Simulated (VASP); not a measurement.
Cs3Ga: single point with PBE

The system is Cs3Ga.

```
CELL_PARAMETERS angstrom
5.43257 0.00000 0.00000
-2.71628 4.70474 0.00000
0.00000 0.00000 15.10692
ATOMIC_POSITIONS crystal
Cs 0.33333 0.66667 0.19778
Cs 0.00000 0.00000 0.50000
Cs 0.66667 0.33333 0.80222
Ga 0.00000 0.00000 0.00000
```

The cell was generated, and may not be a known phase.

```json
{"Program": "VASP 6.6.1", "Task": "single point", "Functional": "PBE", "Potentials or basis": "VASP PAW PBE potentials, release 64 (Cs_sv, Ga_d)", "Cutoff": "520 eV", "k mesh": "6 × 6 × 1", "Occupations": "gaussian, width 0.1 eV", "Spin": "no spin polarisation", "Dipole correction": "no", "Further INCAR settings": "ALGO = Fast; EDIFF = 1e-07; NBANDS = 28"}
```

```yaml
Pressure: -0.5 GPa
Largest_force: 0.272 eV/Å
Band_gap_on_the_k_mesh: zero (bands 20 and 21 overlap by 0.12 eV)
```

Forces on the atoms (eV/Å):
```
Cs   0.000  0.000 -0.272
Cs   0.000  0.000  0.000
Cs   0.000  0.000  0.272
Ga   0.000  0.000  0.000
```

Stress tensor (GPa, compression positive):
```
-0.38  0.00  0.00
 0.00 -0.38  0.00
 0.00  0.00 -0.78
```

Levels at points of the mesh, in eV from the Fermi level:
```tsv
k point	band 18	band 19	band 20	band 21	band 22	band 23
(0.00, 0.00, 0.00)	-5.57	-1.45	-1.07	0.16	0.56	1.30
(0.50, 0.00, 0.00)	-5.35	-0.52	0.03	0.06	0.47	0.65
```

Wall time 66 s on 1 thread of AMD EPYC 9R45 96-Core Processor (Zen 5) (shared host), peak memory 0.42 GiB.

Caveat: the k points lie up to 0.42 Å⁻¹ apart; spin-orbit coupling is left out, which moves the levels of the heavy elements.
